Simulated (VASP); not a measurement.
NaF:

```xyz
2
Lattice="-0.0255 2.2972 2.2972 2.2972 -0.0255 2.2972 2.2717 2.2717 0.0000" Properties=species:S:1:pos:R:3 pbc="T T T"
Na    0.0000    0.0000    0.0000
F     2.2717    2.2717    2.2972
```

This cell differs from its parent crystal: shear xy strain -2.2%.

Base run:

| Property | Result |
| --- | --- |
| Program | VASP 6.6.1 |
| Functional | r2SCAN |
| Potentials or basis | VASP PAW PBE potentials, release 64 (Na_pv, F) |
| Cutoff | 520 eV |
| k mesh | 10 × 10 × 10 |
| Occupations | gaussian, width 0.01 eV |
| Spin | no spin polarisation |

Its results: band gap on the k mesh 7.29 eV; pressure -0.7 GPa.

Q: The run is repeated on the same cell with these changes: functional from r2SCAN to PBE; occupations from gaussian, width 0.01 eV to fermi-dirac, width 0.02 eV. What comes out?

A: Band gap on the k mesh 6.41 eV; pressure 3.5 GPa.

Caveats: the PAW data sets were made with another functional, which shifts forces and pressure a little (at least some runs); the cell stands under pressure (at least some runs).

A k mesh can miss the band edges.
